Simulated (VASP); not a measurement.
Here is a VASP 6.6.1 calculation.

POSCAR

```
LaAgS2
1.0
    2.1300357287      1.2297767013      5.9292429232
   -2.1300357287      1.2297767013      5.9292429232
    0.0000000000     -2.4595534027      5.9292429232
Ag La S
1 1 2
Direct
    1.0000000000      0.0000000000      0.0000000000
    0.5000000000      0.5000000000      0.5000000000
    0.2517964127      0.2517964127      0.2517964127
    0.7482035873      0.7482035873      0.7482035873
```

Contents of INCAR.step1:

```
PREC = Accurate
ENCUT = 520
ISMEAR = -1
SIGMA = 0.02
LREAL = F
LASPH = T
NELM = 80
NBANDS = 25
GGA = PE
ALGO = Normal
EDIFF = 1E-4
LWAVE = T
LCHARG = F
```

File INCAR.step2:

```
PREC = Accurate
ENCUT = 520
EDIFF = 1E-6
ISMEAR = -1
SIGMA = 0.02
LREAL = F
LASPH = T
NELM = 80
ALGO = Normal
ISIF = 2
LWAVE = F
LCHARG = F
METAGGA = R2SCAN
LMIXTAU = T
NBANDS = 25
ISTART = 1
```

Contents of KPOINTS:

```
regular mesh
0
Gamma
  6 6 6
```

Potentials or basis: VASP PAW PBE potentials, release 64 (Ag, La, S).

The run is started by

```bash
$ cat potpaw_PBE.64/Ag/POTCAR potpaw_PBE.64/La/POTCAR potpaw_PBE.64/S/POTCAR > POTCAR
$ cp INCAR.step1 INCAR
$ mpirun -np 1 vasp_std > vasp.out
$ cp INCAR.step2 INCAR
$ mpirun -np 1 vasp_std > vasp.out
```

Question: What does it give for the largest force?

Answer: 0.009 eV/Å.

Question: Estimate the pressure.

Answer: -0.2 GPa.

Question: Predict the band gap on the k mesh.

Answer: 2.69 eV, indirect (least direct gap 2.70 eV).

Forces on the atoms (eV/Å):
```
Ag   0.000  0.000  0.000
La   0.000  0.000  0.000
S    0.000  0.000 -0.009
S    0.000  0.000  0.009
```

Caveat: the PAW data sets were made with another functional, which shifts forces and pressure a little; spin-orbit coupling is left out, which moves the levels of the heavy elements. A k mesh can miss the band edges.
